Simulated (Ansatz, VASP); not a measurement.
**WC in VASP and in Ansatz**

Contents of INCAR:

```
ALGO     = Normal         # electronic algorithm
EDIFF    = 1E-7           # SCF threshold, eV
ENCUT    = 520            # plane-wave cutoff, eV
GGA      = PE             # functional
ISIF     = 2              # what is computed and relaxed
ISMEAR   = 0              # smearing method
LASPH    = True           # aspherical terms in the spheres
LCHARG   = False          # write CHGCAR
LREAL    = False          # projectors in reciprocal space
LWAVE    = False          # write WAVECAR
NBANDS   = 16             # bands
NELM     = 100            # most SCF steps
PREC     = Accurate       # precision mode
SIGMA    = 0.1            # smearing width, eV
```

Contents of KPOINTS:

```
k-points
0
Gamma
  12 12 12
```

POSCAR

```
WC
1.0
    2.9216789205      0.0000000000      0.0000000000
   -1.4608394603      2.5302481669      0.0000000000
    0.0000000000      0.0000000000      2.8470525736
W C
1 1
Direct
    0.0000000000      0.0000000000      0.0000000000
    0.6666666667      0.3333333333      0.5000000000
```

Input for Ansatz:

```yaml
crystal:
  lattice:
    - [2.9216789205, 0.0, 0.0]
    - [-1.4608394603, 2.5302481669, 0.0]
    - [0.0, 0.0, 2.8470525736]
  atoms:
    - { symbol: W, position: [0.0, 0.0, 0.0] }
    - { symbol: C, position: [0.6666666667, 0.3333333333, 0.5] }
basis:
  ecutwfc: 420
kpoints:
  mp_grid: { grid: [12, 12, 12] }
hamiltonian:
  xc: pbe
scf:
  occupations: { method: gaussian, width: 0.1 }
output:
  forces: true
  stress: true
  eigenvalues: true
  write_density: true
  write_potential: true
  elf: true
  volumetric_format: npy
```

Alike in both runs: task single point; functional PBE; k mesh 12 × 12 × 12; occupations gaussian, width 0.1 eV; no spin polarisation.

|  | VASP | Ansatz |
| --- | --- | --- |
| version | VASP 6.6.1 | Ansatz 0.2.0 |
| potentials or method | VASP PAW PBE potentials, release 64 (W_sv, C), cutoff 520 eV | scalar-relativistic, plane waves, PAW |
| valence electrons in the cell | 18 | 18 |

|  | VASP | Ansatz | Ansatz less VASP |
| --- | --- | --- | --- |
| gap on the k mesh at the Fermi level (eV) | none | none | - |
| pressure (GPa) | 1.1 | 0.1 | -1.06 |
| traceless stress, the component that is largest in VASP (GPa) | 0.10 | -0.10 | -0.194 |

A gap of «none» marks a metal or a gap that the smearing closes.

Spin-orbit coupling is off throughout.
